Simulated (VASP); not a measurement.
# Bi2Te3 in VASP: further runs

Runs on Bi2Te3. Level: PBE. Tasks: electric field gradients.

Program: VASP 6.6.1. These are calculated values, not measurements. Logs are shortened: lines on timing, memory, paths and dates and some standing lists are left out, and cuts for length are marked.

### 1 The cell of the first run

It takes space group R-3m (No. 166, trigonal). The conventional cell has a = 4.342 Å, b = 4.342 Å, c = 30.497 Å, α = 90.00°, β = 90.00°, γ = 120.00°. Within 4.0 Å of Bi (site symmetry 3m) lie 6 Te at 3.05 to 3.23 Å. Within 4.6 Å of Te (site symmetry -3m) lie 6 Bi at 3.23 Å and 12 Te at 4.34 to 4.53 Å. Within 4.0 Å of Te (site symmetry 3m) lie 3 Bi at 3.05 Å and 3 Te at 3.62 Å.

### 2 Electric field gradients, PBE (equal xx and yy strain of -1 %)

INCAR

```
SYSTEM = Bi2Te3
PREC = Accurate
ENCUT = 520
EDIFF = 1E-8
ISMEAR = -1
SIGMA = 0.08
LREAL = .False.
LASPH = .True.
NELM = 80
ALGO = Normal
ISIF = 2
LWAVE = .False.
LCHARG = .False.
GGA = PE
LEFG = .True.
NBANDS = 32
```

KPOINTS

```
Automatic mesh
0
Gamma
  7 7 7
  0 0 0
```

POSCAR

```
Bi2Te3
1.0
    2.1710705528      1.2534681681     10.1656700000
   -2.1710705528      1.2534681681     10.1656700000
    0.0000000000     -2.5069363362     10.1656700000
Bi Te
2 3
Direct
    0.4000000000      0.4000000000      0.4000000000
    0.6000000000      0.6000000000      0.6000000000
    0.0000000000      0.0000000000      0.0000000000
    0.2095000000      0.2095000000      0.2095000000
    0.7905000000      0.7905000000      0.7905000000
```

Potentials or basis: VASP PAW PBE potentials, release 64 (Bi_d, Te).

Launch:

```console
> cat potpaw_PBE.64/Bi_d/POTCAR potpaw_PBE.64/Te/POTCAR > POTCAR
> mpirun -np 1 vasp_std > vasp.out
```

OUTCAR:

```text
SYSTEM = Bi2Te3
   PREC = Accurate
   ENCUT = 520
   EDIFF = 1E-8
   ISMEAR = -1
   LREAL = .False.
   LASPH = .True.
   NELM = 80
   ISIF = 2
   GGA = PE

 ion  position               nearest neighbor table
   1  0.400  0.400  0.400-   5 3.05   5 3.05   5 3.05   3 3.23   3 3.23   3 3.23
   2  0.600  0.600  0.600-   4 3.05   4 3.05   4 3.05   3 3.23   3 3.23   3 3.23
   3  0.000  0.000  0.000-   2 3.23   2 3.23   1 3.23   1 3.23   2 3.23   1 3.23
   4  0.209  0.209  0.209-   2 3.05   2 3.05   2 3.05   5 3.62   5 3.62   5 3.62
   5  0.791  0.791  0.791-   1 3.05   1 3.05   1 3.05   4 3.62   4 3.62   4 3.62

  LATTYP: Found a trigonal (rhomboedric) cell.
 ALAT       =    10.4702233187
 COS(alpha) =     0.9140064298

  Lattice vectors:

 A1 = (   2.1710705528,   1.2534681681,  10.1656700000)
 A2 = (  -2.1710705528,   1.2534681681,  10.1656700000)
 A3 = (   0.0000000000,  -2.5069363362,  10.1656700000)

Analysis of symmetry for initial positions (statically):
=====================================================================
 Subroutine PRICEL returns:
 Original cell was already a primitive cell.

 Routine SETGRP: Setting up the symmetry group for a
 trigonal (rhombohedral) supercell.

 Subroutine GETGRP returns: Found 12 space group operations
 (whereof 12 operations were pure point group operations)
 out of a pool of 12 trial point group operations.

The static configuration has the point symmetry D_3d.

Analysis of symmetry for dynamics (positions and initial velocities):
=====================================================================
 Subroutine PRICEL returns:
 Original cell was already a primitive cell.

 Routine SETGRP: Setting up the symmetry group for a
 trigonal (rhombohedral) supercell.

 Subroutine GETGRP returns: Found 12 space group operations
 (whereof 12 operations were pure point group operations)
 out of a pool of 12 trial point group operations.

The dynamic configuration has the point symmetry D_3d.

 Subroutine INISYM returns: Found 12 space group operations
 (whereof 12 operations are pure point group operations),
 and found     1 'primitive' translations

[... 147 lines left out ...]

 E-fermi :   6.6647     XC(G=0):  -9.4199

 val. band max:        6.5192544293   @ k =   0.0000   0.0000   0.0000
 cond. band min:       6.8178906487   @ k =   0.0000   0.0000   0.0000
 fundamental gap:      0.2986362195
 Fermi energy:         6.6647048782

 k-point     1 :       0.0000    0.0000    0.0000
  band No.  band energies     occupation
      1     -16.7621      2.00000
      2     -16.7621      2.00000
      3     -16.7606      2.00000
      4     -16.7606      2.00000
      5     -16.7518      2.00000
      6     -16.7503      2.00000
[... 829 lines left out ...]
     31      10.8687      0.00000
     32      10.9272      0.00000

 [... further k-points ...]

------------------------ aborting loop because EDIFF is reached ----------------------------------------

  FORCE on cell =-STRESS in cart. coord.  units (eV):
  Direction    XX          YY          ZZ          XY          YZ          ZX
  --------------------------------------------------------------------------------------
  -------------------------------------------------------------------------------------
  Total        3.2857885      3.2857885      2.8195576      0.0000000      0.0000000      0.0000000
  in kB       31.7158009     31.7158009     27.2155463      0.0000000      0.0000000      0.0000000
  external PRESSURE =      30.2157160 kB  Pullay stress =       0.0000000 kB

 VOLUME and BASIS-vectors are now :
 -----------------------------------------------------------------------------
  energy-cutoff  :      520.00
  volume of cell :      165.99
      direct lattice vectors                 reciprocal lattice vectors
     2.171070553  1.253468168 10.165670000     0.230301129  0.132964419  0.032790100
    -2.171070553  1.253468168 10.165670000    -0.230301129  0.132964419  0.032790100
     0.000000000 -2.506936336 10.165670000     0.000000000 -0.265928838  0.032790100

 POSITION                                       TOTAL-FORCE (eV/Angst)
 -----------------------------------------------------------------------------------
      0.00000      0.00000     12.19880         0.000000      0.000000     -0.026184
      0.00000      0.00000     18.29821         0.000000     -0.000000      0.026184
      0.00000      0.00000      0.00000         0.000000      0.000000      0.000000
      0.00000      0.00000      6.38912         0.000000     -0.000000     -0.076658
      0.00000      0.00000     24.10789         0.000000      0.000000      0.076658
 -----------------------------------------------------------------------------------
    total drift:                               -0.000000     -0.000000     -0.000000

  FREE ENERGIE OF THE ION-ELECTRON SYSTEM (eV)
  ---------------------------------------------------
  free  energy   TOTEN  =       -18.2817682014 eV

  energy  without entropy=      -18.2804199936  energy(sigma->0) =      -18.28109410

 Electric field gradients (V/A^2)
---------------------------------------------------------------------
 ion       V_xx      V_yy      V_zz      V_xy      V_xz      V_yz
---------------------------------------------------------------------
   1     -16.279   -16.279    32.558     0.000     0.000    -0.000
   2     -16.279   -16.279    32.558     0.000     0.000    -0.000
   3     -51.519   -51.519   103.038    -0.000    -0.000    -0.000
   4      -7.587    -7.587    15.175    -0.000    -0.000    -0.000
   5      -7.587    -7.587    15.175    -0.000    -0.000    -0.000
---------------------------------------------------------------------

 Electric field gradients after diagonalization (V/A^2)
 (convention: |V_zz| > |V_xx| > |V_yy|)
----------------------------------------------------------------------
 ion       V_xx      V_yy      V_zz     asymmetry (V_yy - V_xx)/ V_zz
----------------------------------------------------------------------
   1     -16.279   -16.279    32.558       0.000
   2     -16.279   -16.279    32.558       0.000
   3     -51.519   -51.519   103.038       0.000
   4      -7.587    -7.587    15.175       0.000
   5      -7.587    -7.587    15.175       0.000
----------------------------------------------------------------------

           NMR quadrupolar parameters

 Cq : quadrupolar parameter    Cq=e*Q*V_zz/h
 eta: asymmetry parameters     (V_yy - V_xx)/ V_zz
 Q  : nuclear electric quadrupole moment in mb (millibarn)
----------------------------------------------------------------------
 ion       Cq(MHz)       eta       Q (mb)
----------------------------------------------------------------------
   1       0.079       0.000       1.000
   2       0.079       0.000       1.000
   3       0.249       0.000       1.000
   4       0.037       0.000       1.000
   5       0.037       0.000       1.000
----------------------------------------------------------------------
```

Wall time 17 min (1 thread of Intel Xeon Platinum 8488C (Sapphire Rapids), shared host); peak memory 0.99 GiB.

Results:

```yaml
Free_energy: -18.2818 eV
Pressure: 3.0 GPa
Largest_force: 0.077 eV/Å
Band_gap_on_the_k_mesh: 0.30 eV
Largest_electric_field_gradient_by_atom: Bi +32.6; Te +103.0, +15.2 (each value once) V/Å²
```

Forces in eV/Å, atoms in the order of the input:
```
Bi   0.000  0.000 -0.026
Bi   0.000  0.000  0.026
Te   0.000  0.000  0.000
Te   0.000  0.000 -0.077
Te   0.000  0.000  0.077
```

Stress tensor (GPa, compression positive):
```
3.17 0.00 0.00
0.00 3.17 0.00
0.00 0.00 2.72
```

Levels at points of the mesh, in eV from the valence-band top:
```tsv
k point	band 21	band 22	band 23	band 24	band 25	band 26	band 27	band 28
(0.00, 0.00, 0.00)	-1.76	-0.91	-0.91	0.00	0.30	0.62	0.62	1.96
```

Electric field gradients, principal values (V/Å²):
```
atom    least   middle  greatest (by size)
1 Bi  -16.279  -16.279              32.558
2 Bi  -16.279  -16.279              32.558
3 Te  -51.519  -51.519             103.038
4 Te   -7.587   -7.587              15.175
5 Te   -7.587   -7.587              15.175
```

Caveat: the cell differs from its parent crystal (equal xx and yy strain of -1 %); the cell stands under pressure; without QUAD_EFG the Cq values of the log hold for a quadrupole moment of 1 mb, not for the nuclei; spin-orbit coupling is left out, which moves the levels of the heavy elements. A k mesh can miss the band edges.

(Continued in part 2 of 4.)
